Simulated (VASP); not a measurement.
Set up this calculation in VASP 6.6.1, as the native input.

- Task: single point
- Functional: PBE
- Potentials or basis: VASP PAW PBE potentials, release 64 (K_sv, F)
- Cutoff: 600 eV
- k mesh: 8 × 8 × 8
- Occupations: gaussian, width 0.02 eV
- Spin: no spin polarisation
- Dipole correction: no
- Further INCAR settings: ALGO = Normal; EDIFF = 1e-06; NBANDS = 15

The structure of KF lies in POSCAR:

```
KF
1.0
    0.0000000000      2.5963052727      2.5963052727
    2.5963052727      0.0000000000      2.5963052727
    2.5963052727      2.5963052727      0.0000000000
K F
1 1
Direct
    0.0000000000      0.0000000000      0.0000000000
    0.5000000000      0.5000000000      0.5000000000
```

These files were run (other wordings do the same):

INCAR

```
SYSTEM = KF
PREC = Accurate
ENCUT = 600
EDIFF = 1E-6
ISMEAR = 0
SIGMA = 0.02
LREAL = .False.
LASPH = .True.
NELM = 120
ALGO = Normal
ISIF = 2
LWAVE = .False.
LCHARG = .True.
GGA = PE
LELF = .True.
LVHAR = .True.
NBANDS = 15
GGA_COMPAT = .False.
```

KPOINTS

```
Automatic mesh
0
Gamma
  8 8 8
  0 0 0
```

Potentials or basis: VASP PAW PBE potentials, release 64 (K_sv, F).

Command:

```sh
$ cat potpaw_PBE.64/K_sv/POTCAR potpaw_PBE.64/F/POTCAR > POTCAR
$ mpirun -np 1 vasp_std > vasp.out
```

It gave:

The pressure is 5.2 GPa and the band gap on the k mesh is 6.64 eV.

Caveat: the cell stands under pressure.

Run time: 16 s on 1 thread of Intel Xeon 8259CL (shared host), peak memory 0.18 GiB.
